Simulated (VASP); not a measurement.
# KBr: relaxation of cell and atoms with HSE06

KBr:

```
CELL_PARAMETERS angstrom
3.97632 0.00000 0.00000
0.00000 3.97632 0.00000
0.00000 0.00000 3.97632
ATOMIC_POSITIONS crystal
K 0.00000 0.00000 0.00000
Br 0.50000 0.50000 0.50000
```

```
Program                            : VASP 6.6.1
Task                               : relaxation of cell and atoms
Functional                         : HSE06
Potentials or basis                : VASP PAW PBE potentials, release 64 (K_sv, Br)
Cutoff                             : 600 eV
k mesh                             : 4 × 4 × 4
Occupations                        : fermi-dirac, width 0.02 eV
Spin                               : no spin polarisation
Dipole correction                  : no
Grid for exact exchange (PRECFOCK) : Normal
Further INCAR settings             : ALGO = Normal; EDIFF = 1e-07; IBRION = 2; EDIFFG = -0.005; NSW = 80; ISIF = 3
Share of exact exchange            : 0.25
Screening parameter                : 0.2079 1/Å
```

- Relaxed volume: 32.38 Å³/atom
- Relaxed cell: a = 4.016 Å, b = 4.016 Å, c = 4.016 Å, α = 90.00°, β = 90.00°, γ = 90.00°
- Space group after relaxing (to 0.1 Å): Pm-3m (No. 221)
- Energy gained by relaxing: 1.5 meV/atom
- Ionic steps: 4
- Pressure after relaxing: 0.0 GPa
- Band gap on the k mesh: 5.09 eV (least direct gap 5.37 eV)

Step by step:
| step | energy change (eV) | largest force (eV/Å) | pressure (GPa) | volume (Å³) |
| --- | --- | --- | --- | --- |
| 1 | 0.0000 | 0.0000 | 0.53 | 62.87 |
| 2 | -0.0023 | 0.0000 | 0.25 | 63.83 |
| 3 | -0.0030 | 0.0000 | -0.04 | 64.90 |
| 4 | -0.0030 | 0.0000 | 0.00 | 64.77 |

Final structure:
```yaml
crystal:
  lattice:
    - [4.01592, 0.00000, 0.00000]
    - [0.00000, 4.01592, 0.00000]
    - [0.00000, 0.00000, 4.01592]
  atoms:
    - { symbol: K, position: [0.00000, 0.00000, 0.00000] }
    - { symbol: Br, position: [0.50000, 0.50000, 0.50000] }
```

Levels at points of the mesh, in eV from the valence-band top:
```csv
k point,band 5,band 6,band 7,band 8,band 9,band 10,band 11,band 12
"(0.00, 0.00, 0.00)",-12.96,-0.29,-0.29,-0.29,5.09,7.08,7.08,11.37
"(0.50, 0.00, 0.00)",-12.75,-2.12,-0.25,-0.25,7.77,8.60,9.12,10.14
"(0.50, 0.50, 0.00)",-12.92,-1.53,-1.53,0.00,6.42,7.84,9.52,9.52
"(0.50, 0.50, 0.50)",-13.07,-1.57,-1.57,-1.57,8.63,8.63,8.63,11.10
```

Run time: 11 min on 1 thread of Intel(R) Xeon(R) 6975P-C (Granite Rapids) (shared host), peak memory 0.3 GiB.

Caveat: the PAW data sets were made with another functional, which shifts forces and pressure a little. A k mesh can miss the band edges.
